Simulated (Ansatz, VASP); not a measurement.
AlN in VASP and in Ansatz

```
Al N
1.0
     0.00000    2.15960    2.15960
     2.15960    0.00000    2.15960
     2.15960    2.15960    0.00000
Al N
1 1
Direct
  0.00000 0.00000 0.00000
  0.25000 0.25000 0.25000
```

Alike in both runs: task single point; functional PBE; k mesh 10 × 10 × 10; occupations gaussian, width 0.02 eV; no spin polarisation.

|  | VASP | Ansatz |
| --- | --- | --- |
| version | VASP 6.6.1 | Ansatz 0.2.0 |
| potentials or method | VASP PAW PBE potentials, release 64 (Al, N), cutoff 600 eV | scalar-relativistic, plane waves, PAW |
| valence electrons in the cell | 8 | 8 |

Ansatz gave:

```
gap on the k mesh at the Fermi level (eV) : 3.34
pressure (GPa)                            : 12.5
```

**Question.** Estimate VASP's values.

**Answer.** gap on the k mesh at the Fermi level (eV): 3.33; pressure (GPa): 12.1.
